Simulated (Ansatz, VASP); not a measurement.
Two plane-wave programs on Mn3P2

```
Mn P
1.0
     4.35458    0.00000    0.00000
     0.00000    4.35458    0.00000
     0.00000    0.00000    4.39580
Mn P
3 2
Direct
  0.50000 0.00000 0.00000
  0.00000 0.50000 0.00000
  0.00000 0.00000 0.50000
  0.00000 0.00000 0.00000
  0.50000 0.50000 0.50000
```

Alike in both runs: functional PBE; k mesh 4 × 4 × 4; occupations gaussian, width 0.1 eV; collinear spin.

Ansatz relaxed the structure, and its values are those at the end. VASP's run is a single point on that final structure, the one shown.

|  | VASP | Ansatz |
| --- | --- | --- |
| version | VASP 6.6.1 | Ansatz 0.2.0 |
| potentials or method | VASP PAW PBE potentials, release 64 (Mn_pv, P), cutoff 520 eV | scalar-relativistic, plane waves, PAW |
| valence electrons in the cell | 49 | 55 |

Ansatz gave:

* gap on the k mesh at the Fermi level (eV): none
* pressure (GPa): 0.2
* net moment per atom (μB): 0.62
* size of the moment on the site where the two differ most (μB): 3.15

Problem. Which values does VASP return?

Solution. gap on the k mesh at the Fermi level (eV): none; pressure (GPa): 0.2; net moment per atom (μB): 0.62; size of the moment on the site where the two differ most (μB): 3.43.

Site moments also hang on the region over which each program counts them. A gap of «none» marks a metal or a gap that the smearing closes. VASP's potentials hold 49 valence electrons a cell and Ansatz's 55, so a difference there can come from the potentials and not from the codes.

The k mesh is coarse, so the values compare programs but aren't converged.
